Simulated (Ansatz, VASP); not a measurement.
# TiAl3: VASP beside Ansatz

The input INCAR:

```
SYSTEM = TiAl3
PREC = Accurate ; ENCUT = 520
EDIFF = 1E-6 ; ISMEAR = -1
SIGMA = 0.05 ; LREAL = .FALSE.
LASPH = .TRUE. ; NELM = 60
ALGO = Fast ; ISIF = 2
LWAVE = .FALSE. ; LCHARG = .FALSE.
GGA = PS ; NBANDS = 18
```

The input KPOINTS:

```
regular mesh
0
G
  9 6 6
  0 0 0
```

POSCAR

```
TiAl3
1.0
    2.8396770000      0.0000000000      0.0000000000
    0.0000000000      4.6812640000      0.0000000000
    0.0000000000      0.0000000000      4.9007420000
Ti Al
1 3
Direct
    0.0000000000      0.5000000000      0.1659160000
    0.0000000000      0.0000000000      0.8359000000
    0.5000000000      0.0000000000      0.3309120000
    0.5000000000      0.5000000000      0.6672710000
```

Contents of input.yaml:

```yaml
crystal:
  lattice:
    - [2.839677, 0.0, 0.0]
    - [0.0, 4.681264, 0.0]
    - [0.0, 0.0, 4.900742]
  atoms:
    - { symbol: Ti, position: [0.0, 0.5, 0.165916] }
    - { symbol: Al, position: [0.0, 0.0, 0.8359] }
    - { symbol: Al, position: [0.5, 0.0, 0.330912] }
    - { symbol: Al, position: [0.5, 0.5, 0.667271] }
kpoints:
  mp_grid: { grid: [9, 6, 6] }
  band_path:
    path:
      - [0.0, 0.0, 0.0]
      - [0.5, 0.0, 0.0]
      - [0.5, 0.5, 0.0]
      - [0.0, 0.5, 0.0]
      - [0.0, 0.0, 0.0]
      - [0.0, 0.0, 0.5]
      - [0.5, 0.0, 0.5]
      - [0.5, 0.5, 0.5]
    npoints: 8
scf:
  occupations: { method: fermi_dirac, width: 0.05 }
hamiltonian:
  xc: pbesol
  pseudopotentials:
    kind: all_electron
    lapw: { basis_error: 0.002 }
    relativity: none
output:
  forces: true
  stress: true
  eigenvalues: true
```

Alike in both runs: functional PBEsol; k mesh 9 × 6 × 6; occupations fermi-dirac, width 0.05 eV; no spin polarisation.

|  | VASP | Ansatz |
| --- | --- | --- |
| version | VASP 6.6.1 | Ansatz 0.2.0 |
| potentials or method | VASP PAW PBE potentials, release 64 (Ti_sv, Al), cutoff 520 eV | all-electron LAPW, non-relativistic |
| task | single point | band structure |

Ansatz gave:

```
gap on the k mesh at the Fermi level (eV)                     : none
pressure (GPa)                                                : -2.3
traceless stress, the component that is largest in VASP (GPa) : -2.02
rms of the force components (eV/Å)                            : 0.020
```

Question: Which values does VASP return?

Answer: gap on the k mesh at the Fermi level (eV): none; pressure (GPa): -2.3; traceless stress, the component that is largest in VASP (GPa): -2.06; rms of the force components (eV/Å): 0.018.

VASP's potentials were made for PBE, not for PBEsol. Atom by atom the forces differ by 0.003 eV/Å (rms over components). A gap of «none» marks a metal or a gap that the smearing closes. Ansatz ran all-electron here, and VASP with PAW potentials.
